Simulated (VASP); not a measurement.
Here is a VASP 6.6.1 calculation.

Contents of INCAR:

```
SYSTEM = GaN
PREC = Accurate
ENCUT = 520
EDIFF = 1E-6
ISMEAR = 0
SIGMA = 0.05
LREAL = .False.
LASPH = .True.
NELM = 100
ALGO = Normal
ISIF = 2
LWAVE = .False.
LCHARG = .True.
GGA = PE
LELF = .True.
LVHAR = .True.
NBANDS = 26
```

File KPOINTS:

```
Automatic mesh
0
Gamma
  12 12 6
  0 0 0
```

Contents of POSCAR:

```
GaN
1.0
    3.2667053455      0.0000000000      0.0000000000
   -1.6333526728      2.8290498159      0.0000000000
    0.0000000000      0.0000000000      5.1643849746
Ga N
2 2
Direct
    0.3333333333      0.6666666667      0.9991316867
    0.6666666667      0.3333333333      0.4991316867
    0.3333333333      0.6666666667      0.3758683133
    0.6666666667      0.3333333333      0.8758683133
```

Potentials or basis: VASP PAW PBE potentials, release 64 (Ga_d, N).

The run is started by

```sh
$ cat potpaw_PBE.64/Ga_d/POTCAR potpaw_PBE.64/N/POTCAR > POTCAR
$ mpirun -np 1 vasp_std > vasp.out
```

(1) What does it give for the largest force?

(2) Estimate the pressure.

## Answers

(1) 0.272 eV/Å.

(2) -2.1 GPa.

Caveat: the cell differs from its parent crystal (strain +0.015 along x and y, -0.015 along z).
